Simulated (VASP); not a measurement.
# Ge (Cmmm) in VASP: further runs

Aim: see how the results for Ge move with the level of theory and the settings. Levels: PBEsol, PBE. Tasks: single point, relaxation of cell and atoms.

All numbers are computed with VASP 6.6.1; they aren't measurements. Logs are shortened: lines on timing, memory, paths and dates and some standing lists are left out, and cuts for length are marked.

### 1 The cell of the first run

The structure is orthorhombic, space group Cmmm (No. 65). The conventional cell has a = 2.794 Å, b = 5.201 Å, c = 2.698 Å, α = 90.00°, β = 90.00°, γ = 90.00°. Within 3.6 Å of Ge (site symmetry mmm) lie 8 Ge at 2.70 to 2.95 Å.

### 2 Single point, PBEsol

Contents of INCAR:

```
SYSTEM = Ge
PREC = Accurate ; ENCUT = 520
EDIFF = 1E-6 ; ISMEAR = 0
SIGMA = 0.05 ; LREAL = .FALSE.
LASPH = .TRUE. ; NELM = 80
ALGO = Normal ; ISIF = 2
LWAVE = .FALSE. ; LCHARG = .FALSE.
GGA = PS ; NBANDS = 13
```

Contents of KPOINTS:

```
Automatic mesh
0
G
  11 11 10
  0 0 0
```

Contents of POSCAR:

```
Ge
1.0
    1.3971490000     -2.6005160000      0.0000000000
    1.3971490000      2.6005160000      0.0000000000
    0.0000000000      0.0000000000      2.6982310000
Ge
1
Direct
    0.5000000000      0.5000000000      0.0000000000
```

Potentials or basis: VASP PAW PBE potentials, release 64 (Ge_d).

Run with:

```sh
$ cat potpaw_PBE.64/Ge_d/POTCAR > POTCAR
$ mpirun -np 1 vasp_std > vasp.out
```

OUTCAR:

```text
SYSTEM = Ge
   PREC = Accurate
   ENCUT = 520
   EDIFF = 1E-6
   ISMEAR = 0
   LREAL = .FALSE.
   LASPH = .TRUE.
   NELM = 80
   ISIF = 2
   GGA = PS

 ion  position               nearest neighbor table
   1  0.500  0.500  0.000-

  LATTYP: Found a base centered orthorhombic cell.
 ALAT       =     2.7942980000
 B/A-ratio  =     1.8613018368
 C/A-ratio  =     0.9656203454

  Lattice vectors:

 A1 = (   1.3971490000,  -2.6005160000,   0.0000000000)
 A2 = (   1.3971490000,   2.6005160000,   0.0000000000)
 A3 = (   0.0000000000,   0.0000000000,   2.6982310000)

Analysis of symmetry for initial positions (statically):
=====================================================================
 Subroutine PRICEL returns:
 Original cell was already a primitive cell.

 Routine SETGRP: Setting up the symmetry group for a
 base centered orthorhombic supercell.

 Subroutine GETGRP returns: Found  8 space group operations
 (whereof  8 operations were pure point group operations)
 out of a pool of  8 trial point group operations.

The static configuration has the point symmetry D_2h.

Analysis of symmetry for dynamics (positions and initial velocities):
=====================================================================
 Subroutine PRICEL returns:
 Original cell was already a primitive cell.

 Routine SETGRP: Setting up the symmetry group for a
 base centered orthorhombic supercell.

 Subroutine GETGRP returns: Found  8 space group operations
 (whereof  8 operations were pure point group operations)
 out of a pool of  8 trial point group operations.

The dynamic configuration has the point symmetry D_2h.

 Subroutine INISYM returns: Found  8 space group operations
 (whereof  8 operations are pure point group operations),
 and found     1 'primitive' translations

----------------------------------------------------------------------------------------

                                     Primitive cell

  volume of cell :      19.6070

  direct lattice vectors                    reciprocal lattice vectors
     1.397149000 -2.600516000  0.000000000     0.357871637 -0.192269534  0.000000000
     1.397149000  2.600516000  0.000000000     0.357871637  0.192269534  0.000000000
     0.000000000  0.000000000  2.698231000     0.000000000  0.000000000  0.370613191

  length of vectors
     2.952068562  2.952068562  2.698231000     0.406250763  0.406250763  0.370613191

  position of ions in fractional coordinates (direct lattice)
     0.500000000  0.500000000  0.000000000

  ion indices of the primitive-cell ions
   primitive index   ion index
                 1           1

----------------------------------------------------------------------------------------

 KPOINTS: Automatic mesh

Automatic generation of k-mesh.
 Grid dimensions read from file:
 generate k-points for:   11   11   10

 Generating k-lattice:

  Cartesian coordinates                     Fractional coordinates (reciprocal lattice)
     0.032533785 -0.017479049  0.000000000     0.090909091  0.000000000  0.000000000
     0.032533785  0.017479049  0.000000000     0.000000000  0.090909091  0.000000000
     0.000000000  0.000000000  0.037061319     0.000000000  0.000000000  0.100000000

  Length of vectors
     0.036931888  0.036931888  0.037061319

  Shift w.r.t. Gamma in fractional coordinates (k-lattice)
     0.000000000  0.000000000  0.000000000

 Subroutine IBZKPT returns following result:
 ===========================================

 Found    216 irreducible k-points:

 Following reciprocal coordinates:
            Coordinates               Weight
  0.000000  0.000000  0.000000      1.000000
  0.090909  0.000000  0.000000      4.000000
  0.181818 -0.000000  0.000000      4.000000
  0.272727 -0.000000  0.000000      4.000000
  0.363636 -0.000000  0.000000      4.000000
  0.454545 -0.000000  0.000000      4.000000
[... 16 lines left out ...]
 -0.272727  0.181818  0.000000      4.000000
 -0.181818  0.181818  0.000000      2.000000
 [... further k-points ...]
   k-points           NKPTS =    216   k-points in BZ     NKDIM =    216   number of bands    NBANDS=     13
   number of dos      NEDOS =    301   number of ions     NIONS =      1
   total plane-waves  NPLWV =  11520
   dimension x,y,z NGX =    24 NGY =   24 NGZ =   20
   dimension x,y,z NGXF=    48 NGYF=   48 NGZF=   40
   ions per type =               1
   NGX,Y,Z   is equivalent  to a cutoff of  13.52, 13.52, 12.32 a.u.
   NGXF,Y,Z  is equivalent  to a cutoff of  27.03, 27.03, 24.65 a.u.
 SYSTEM =  Ge
   PREC   = accura    normal or accurate (medium, high low for compatibility)
   ISTART =      0    job   : 0-new  1-cont  2-samecut
   ICHARG =      2    charge: 1-file 2-atom 10-const
   ISPIN  =      1    spin polarized calculation?
   LNONCOLLINEAR =      F non collinear calculations
   LSORBIT =      F    spin-orbit coupling
   LASPH  =      T    aspherical Exc in radial PAW
   ENCUT  =  520.0 eV  38.22 Ry    6.18 a.u.   5.49  5.49  5.02*2*pi/ulx,y,z
   NELM   =     80;   NELMIN=  2; NELMDL= -5     # of ELM steps
   EDIFF  = 0.1E-05   stopping-criterion for ELM
   LREAL  =      F    real-space projection
   EDIFFG = 0.1E-04   stopping-criterion for IOM
   NSW    =      0    number of steps for IOM
   IBRION =     -1    ionic relax: 0-MD 1-quasi-New 2-CG
   NFREE  =      0    steps in history (QN), initial steepest desc. (CG)
   ISIF   =      2    stress and relaxation
   ISYM   =      2    0-nonsym 1-usesym 2-fastsym
   POTIM  = 0.5000    time-step for ionic-motion
   TEBEG  =    0.0;   TEEND  =   0.0 temperature during run
   PSTRESS=    0.0 pullay stress
   NELECT =      14.0000    total number of electrons
   NUPDOWN=      -1.0000    fix difference up-down
   EMIN   =  10.00;   EMAX   =-10.00  energy-range for DOS
   EFERMI =   0.00;   METHOD = LEGACY
   ISMEAR =     0;   SIGMA  =   0.05  broadening in eV -4-tet -1-fermi 0-gaus
   EFERMI_NEDOS =   21; number of points for ismear=-14 and -15
   IALGO  =     38    algorithm
   IMIX   =      4    mixing-type and parameters
     AMIX     =   0.40;   BMIX     =  1.00
     AMIX_MAG =   1.60;   BMIX_MAG =  1.00
  volume/ion in A,a.u.               =      19.61       132.31
  Fermi-wavevector in a.u.,A,eV,Ry     =   1.463234  2.765111 29.130796  2.141053
  Thomas-Fermi vector in A             =   2.579353
   LORBIT       =      0    0 simple, 1 ext, 2 COOP (PROOUT), +10 PAW based schemes
   GGA     = PS    functional components
   LHFCALC =     F    Hartree Fock is set to
   AEXX    =    0.0000 exact exchange contribution
   IVDW    =     0    specifies the selected vdW correction
   LEPSILON=     F    determine dielectric tensor
   LRPA    =     F    only Hartree local field effects (RPA)
 non-spin polarized calculation
 Gauss-broadening in eV      SIGMA  =   0.05
  energy-cutoff  :      520.00
  volume of cell :       19.61
 maximum number of plane-waves:       542
 NGX is ok and might be reduce to    24
   NGX = 11   NGY = 11   NGZ = 11

 number of electron      14.0000003 magnetization

 Free energy of the ion-electron system (eV)
  ---------------------------------------------------
  ext. energy  EPLUGINS =         0.00000000
  ---------------------------------------------------
  free energy    TOTEN  =        -4.73077453 eV

  energy without entropy =       -4.73012107  energy(sigma->0) =       -4.73044780

 E-fermi :   6.0500     XC(G=0): -11.1874

 val. band max:        6.0382983185   @ k =   0.3636   0.1818   0.1000
 cond. band min:       6.0557441022   @ k =   0.4545   0.0909   0.4000
 fundamental gap:      0.0174457836
 Fermi energy:         6.0499770788

 k-point     1 :       0.0000    0.0000    0.0000
  band No.  band energies     occupation
      1     -18.5819      2.00000
      2     -18.5266      2.00000
      3     -18.4756      2.00000
      4     -18.3701      2.00000
      5     -18.3496      2.00000
      6      -6.7947      2.00000
      7      12.7281      0.00000
      8      13.2012      0.00000
      9      14.7086      0.00000
     10      16.2565      0.00000
     11      18.5475      0.00000
     12      20.9120      0.00000
     13      21.0700      0.00000

 k-point     2 :       0.0909    0.0000    0.0000
  band No.  band energies     occupation
      1     -18.5761      2.00000
      2     -18.5179      2.00000
      3     -18.4765      2.00000
      4     -18.3714      2.00000
      5     -18.3536      2.00000
      6      -6.5941      2.00000
      7      12.3289      0.00000
      8      12.9232      0.00000
      9      13.1588      0.00000
     10      16.6912      0.00000
     11      18.2418      0.00000
     12      19.8642      0.00000
     13      22.2232      0.00000

 k-point     3 :       0.1818   -0.0000    0.0000
  band No.  band energies     occupation
      1     -18.5637      2.00000
      2     -18.5010      2.00000
      3     -18.4698      2.00000
      4     -18.3758      2.00000
      5     -18.3633      2.00000
      6      -5.9929      2.00000
      7       9.5406      0.00000
      8      11.7268      0.00000
      9      13.4959      0.00000
     10      16.0968      0.00000
     11      17.7819      0.00000
     12      21.7946      0.00000
     13      24.8524      0.00000
[... 305 lines left out ...]
 k-point    23 :      -0.2727    0.1818    0.0000
  band No.  band energies     occupation
      1     -18.5635      2.00000
      2     -18.5171      2.00000
      3     -18.4395      2.00000
      4     -18.3875      2.00000
      5     -18.3563      2.00000
      6      -5.5377      2.00000
      7       6.9065      0.00000
      8      11.0339      0.00000
      9      13.8915      0.00000
     10      17.7128      0.00000
     11      18.9861      0.00000
     12      22.5765      0.00000
     13      26.9468      0.00000

 k-point    24 :      -0.1818    0.1818    0.0000
  band No.  band energies     occupation
      1     -18.5730      2.00000
      2     -18.5227      2.00000
      3     -18.4505      2.00000
      4     -18.3819      2.00000
      5     -18.3519      2.00000
      6      -6.0873      2.00000
      7       8.3061      0.00000
      8      13.2772      0.00000
      9      13.3904      0.00000
     10      16.6877      0.00000
     11      18.1687      0.00000
     12      23.8226      0.00000
     13      23.8869      0.00000

 [... further k-points ...]
[... 5 lines left out ...]
  --------------------------------------------------------------------------------------
  -------------------------------------------------------------------------------------
  Total       -0.3327337     -0.7587832     -0.4684926      0.0000000      0.0000000      0.0000000
  in kB      -27.1891751    -62.0036002    -38.2826493      0.0000000      0.0000000      0.0000000
  external PRESSURE =     -42.4918082 kB  Pullay stress =       0.0000000 kB

 VOLUME and BASIS-vectors are now :
 -----------------------------------------------------------------------------
  energy-cutoff  :      520.00
  volume of cell :       19.61
      direct lattice vectors                 reciprocal lattice vectors
     1.397149000 -2.600516000  0.000000000     0.357871637 -0.192269534  0.000000000
     1.397149000  2.600516000  0.000000000     0.357871637  0.192269534  0.000000000
     0.000000000  0.000000000  2.698231000     0.000000000  0.000000000  0.370613191

 POSITION                                       TOTAL-FORCE (eV/Angst)
 -----------------------------------------------------------------------------------
      1.39715      0.00000      0.00000         0.000000      0.000000      0.000000
 -----------------------------------------------------------------------------------
    total drift:                               -0.000000     -0.000000     -0.000000

  FREE ENERGIE OF THE ION-ELECTRON SYSTEM (eV)
  ---------------------------------------------------
  free  energy   TOTEN  =        -4.7307745344 eV

  energy  without entropy=       -4.7301210694  energy(sigma->0) =       -4.73044780
```

Run time: 16 s. Hardware: 1 thread of Intel Xeon Platinum 8488C (Sapphire Rapids), shared host; peak memory 0.17 GiB.

What came out:

```
Free energy            : -4.7308 eV
Pressure               : -4.2 GPa
Band gap on the k mesh : zero (band 7 reaches 12.73 eV, above the bottom of band 8 at 3.66 eV)
```

Caveat: the PAW data sets were made with another functional, which shifts forces and pressure a little.

### 3 Relaxation of cell and atoms, PBEsol

Contents of INCAR:

```
ALGO = Normal ; EDIFF = 1E-6
EDIFFG = -0.01 ; ENCUT = 600
GGA = PS ; IBRION = 2
ISIF = 3 ; ISMEAR = -1
LASPH = True ; LCHARG = False
LREAL = False ; LWAVE = False
NELM = 60 ; NSW = 60
PREC = Accurate ; SIGMA = 0.05
```

Contents of KPOINTS:

```
k-points
0
Gamma
  11 11 10
```

POSCAR is that of step 2.

Potentials or basis: VASP PAW PBE potentials, release 64 (Ge_d).

Run with:

```sh
$ cat potpaw_PBE.64/Ge_d/POTCAR > POTCAR
$ mpirun -np 1 vasp_std > vasp.out
```

Run time: 2 min. Hardware: 1 thread of Intel Xeon 6975P-C, shared host; peak memory 0.19 GiB.

Results (log left out):

```yaml
Free_energy: -4.7529 eV
Relaxed_volume: 18.42 Å³/atom
Relaxed_cell: a = 2.836 Å, b = 2.836 Å, c = 2.671 Å, α = 90.00°, β = 90.00°, γ = 120.92°
Space_group_after_relaxing_to_0.05_Å: Cmmm (No. 65)
Energy_gained_by_relaxing: 20.4 meV/atom
Ionic_steps: 11
Pressure_after_relaxing: 0.0 GPa
Band_gap_on_the_k_mesh: zero (band 7 reaches 13.54 eV, above the bottom of band 8 at 4.26 eV)
```

Stress tensor (GPa, compression positive):
```
-0.02  0.00  0.00
 0.00 -0.08  0.00
 0.00  0.00  0.01
```

Step by step:
```
step  energy change (eV)  largest force (eV/Å)  pressure (GPa)  volume (Å³)
   1              0.0000                0.0000           -4.16        19.61
   2             -0.0176                0.0000            1.00        18.20
   3             -0.0180                0.0000            0.17        18.37
   4             -0.0180                0.0000            0.48        18.34
   5             -0.0197                0.0000            0.25        18.36
   6             -0.0202                0.0000            0.18        18.37
   7             -0.0203                0.0000            0.07        18.38
   8             -0.0204                0.0000            0.10        18.38
   9             -0.0204                0.0000            0.16        18.38
  10             -0.0204                0.0000           -0.15        18.44
  11             -0.0204                0.0000           -0.03        18.42
```

Final structure:
```
Ge
1.0
     1.39811   -2.46721    0.00000
     1.39811    2.46721    0.00000
     0.00000    0.00000    2.67063
Ge
1
Direct
  0.50000 0.50000 0.00000
```

Levels at points of the mesh, in eV from the Fermi level:
```csv
k point,band 5,band 6,band 7,band 8,band 9,band 10
"(0.00, 0.00, 0.00)",-24.47,-13.41,6.56,8.48,8.86,10.17
"(0.00, 0.00, 0.50)",-24.51,-9.52,-6.12,11.44,11.82,17.08
```

Caveat: the PAW data sets were made with another functional, which shifts forces and pressure a little.

### 4 Single point, PBE

Contents of INCAR:

```
  PREC = Accurate
  ENCUT = 520
  EDIFF = 1E-7
  ISMEAR = -1
  SIGMA = 0.02
  LREAL = False
  LASPH = True
  NELM = 100
  ALGO = Normal
  ISIF = 2
  LWAVE = False
  LCHARG = False
  GGA = PE
  NBANDS = 13
```

Contents of KPOINTS:

```
regular mesh
0
Gamma
  4 4 4
```

POSCAR is that of step 3.

Run with:

```sh
$ cat potpaw_PBE.64/Ge_d/POTCAR > POTCAR
$ mpirun -np 1 vasp_std > vasp.out
```

Wall time 2.9 s (1 thread of Intel Xeon 6975P-C (Granite Rapids), shared host); peak memory 0.12 GiB.

It converged, with:

```
Free energy            : -4.0103 eV
Pressure               : 1.2 GPa
Band gap on the k mesh : zero (band 7 reaches 12.88 eV, above the bottom of band 8 at 3.96 eV)
```

Stress tensor (GPa, compression positive):
```
 1.00  0.00  0.00
 0.00 12.24  0.00
 0.00  0.00 -9.77
```

Levels at points of the mesh, in eV from the Fermi level:
```
           k point  band 3  band 4  band 5  band 6  band 7  band 8  band 9  band 10  band 11  band 12
(0.00, 0.00, 0.00)  -25.05  -24.96  -24.94  -13.30    6.23    6.69    8.22     9.72    12.07    14.44
(0.50, 0.00, 0.00)  -25.00  -24.97  -24.95   -8.24   -5.71    3.01    7.03    10.09    16.03    16.10
(0.50, 0.50, 0.00)  -25.00  -24.97  -24.95   -9.10   -5.94    4.79    8.71     9.43    15.33    15.72
(0.00, 0.00, 0.50)  -25.03  -25.00  -24.98   -9.52   -6.12    9.52   11.05    15.61    15.67    16.81
(0.50, 0.00, 0.50)  -25.04  -24.96  -24.87   -4.08   -2.65   -2.05    3.22     5.88    11.19    12.71
(0.50, 0.50, 0.50)  -25.01  -24.96  -24.89   -5.04   -2.82   -2.69    2.83     7.68    13.00    14.41
```

Caveat: the k points lie up to 0.64 Å⁻¹ apart.

### 5 Summary

| task | level | cell | k mesh | cutoff (eV) | smearing | gap on the mesh (eV) | pressure (GPa) |
| --- | --- | --- | --- | --- | --- | --- | --- |
| single point | PBEsol | as given | 11 × 11 × 10 | 520 | gaussian 0.05 eV | none | -4.2 |
| relaxation of cell and atoms | PBEsol | relaxed | 11 × 11 × 10 | 600 | fermi-dirac 0.05 eV | none | 0.0 |
| single point | PBE | as given | 4 × 4 × 4 | 520 | fermi-dirac 0.02 eV | none | 1.2 |

Alike in all rows: potentials or basis VASP PAW PBE potentials, release 64 (Ge_d); no spin polarisation.

Caveats: some runs use coarse meshes; the PAW data sets were made with another functional, which shifts forces and pressure a little (some runs).

Absolute energies hang on the potentials; compare differences alone.
